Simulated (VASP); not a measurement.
The system is Co.

```
Co
1.0
     0.00000    3.21737    3.21737
     3.21737    0.00000    3.21737
     3.21737    3.21737    0.00000
Co
6
Direct
  0.25000 0.25000 0.25000
  0.00000 0.00000 0.00000
  0.62500 0.62500 0.12500
  0.62500 0.12500 0.62500
  0.12500 0.62500 0.62500
  0.62500 0.62500 0.62500
```

This isn't the form of Co at room conditions, which is hcp.

```yaml
Program: VASP 6.6.1
Task: relaxation of cell and atoms
Functional: PBE
Potentials_or_basis: VASP PAW PBE potentials, release 64 (Co)
Cutoff: 600 eV
k_mesh: 10 × 10 × 10
Occupations: gaussian, width 0.1 eV
Spin: collinear spin, ferromagnetic start
Starting_moments: "[1.98, 1.98, 1.93, 1.93, 1.93, 1.93] μB"
```

At the start: pressure 6.6 GPa; volume 11.10 Å³/atom.

Question: How do energy, volume and symmetry change on relaxing?

Answer: Over 3 steps the energy falls by 7.1 meV/atom and the volume is 11.46 Å³/atom (+3.2 %); space group Fd-3m (No. 227, to 0.1 Å) before and after; moment 10.38 μB per cell.

Step by step:
| step | energy change (eV) | largest force (eV/Å) | pressure (GPa) | volume (Å³) |
| --- | --- | --- | --- | --- |
| 1 | 0.0000 | 0.0000 | 6.58 | 66.61 |
| 2 | 0.0022 | 0.0000 | -5.97 | 71.10 |
| 3 | -0.0429 | 0.0000 | -0.02 | 68.77 |

Final structure:
```cif
data_structure
_symmetry_space_group_name_H-M 'P 1'
_symmetry_Int_Tables_number 1
_cell_length_a 4.5988
_cell_length_b 4.5988
_cell_length_c 4.5988
_cell_angle_alpha 60.000
_cell_angle_beta 60.000
_cell_angle_gamma 60.000
_cell_volume 68.77
loop_
_atom_site_label
_atom_site_type_symbol
_atom_site_fract_x
_atom_site_fract_y
_atom_site_fract_z
_atom_site_occupancy
Co1 Co 0.25000 0.25000 0.25000 1
Co2 Co 0.00000 0.00000 0.00000 1
Co3 Co 0.62500 0.62500 0.12500 1
Co4 Co 0.62500 0.12500 0.62500 1
Co5 Co 0.12500 0.62500 0.62500 1
Co6 Co 0.62500 0.62500 0.62500 1
```
